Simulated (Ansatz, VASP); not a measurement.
# Two plane-wave programs on CoSi

Contents of INCAR:

```
  PREC = Accurate
  ENCUT = 520
  EDIFF = 1E-6
  ISMEAR = -1
  SIGMA = 0.05
  LREAL = False
  LASPH = True
  NELM = 60
  ALGO = Normal
  ISIF = 2
  LWAVE = False
  LCHARG = False
  GGA = PE
  NBANDS = 14
```

File KPOINTS:

```
Automatic mesh
0
Gamma
  17 17 17
```

The input POSCAR:

```
CoSi
1.0
    0.0000000000      1.9879248524      1.9879248524
    1.9879248524      0.0000000000      1.9879248524
    1.9879248524      1.9879248524      0.0000000000
Co Si
1 1
Direct
    0.0000000000      0.0000000000      0.0000000000
    0.5000000000      0.5000000000      0.5000000000
```

Input for Ansatz:

```yaml
crystal:
  lattice:
    - [0.0, 1.9879248524, 1.9879248524]
    - [1.9879248524, 0.0, 1.9879248524]
    - [1.9879248524, 1.9879248524, 0.0]
  atoms:
    - { symbol: Co, position: [0.0, 0.0, 0.0] }
    - { symbol: Si, position: [0.5, 0.5, 0.5] }
kpoints:
  mp_grid: { grid: [17, 17, 17] }
scf:
  occupations: { method: fermi_dirac, width: 0.05 }
hamiltonian:
  xc: pbe
  pseudopotentials: { kind: paw }
output:
  forces: true
  stress: true
  eigenvalues: true
```

Change from the starting cell: volume scaled by 0.62, to set the pressure.

Alike in both runs: task single point; functional PBE; k mesh 17 × 17 × 17; occupations fermi-dirac, width 0.05 eV; no spin polarisation.

|  | VASP | Ansatz |
| --- | --- | --- |
| version | VASP 6.6.1 | Ansatz 0.2.0 |
| potentials or method | VASP PAW PBE potentials, release 64 (Co, Si) | PAW with Ansatz's default frozen-core files, scalar-relativistic |
| plane-wave cutoff (eV) | 520 | 420 |
| valence electrons in the cell | 13 | 21 |

|  | VASP | Ansatz | Ansatz less VASP |
| --- | --- | --- | --- |
| pressure (GPa) | 216.5 | 213.1 | -3.43 |

Both programs put the cell under a high pressure, so it lies far from rest at this level. With one functional, cell and mesh, what is left measures potentials, basis and numerics. VASP's potentials hold 13 valence electrons a cell and Ansatz's 21, so a difference there can come from the potentials and not from the codes.

Noted on VASP's run: the cell as given lies far from equilibrium.
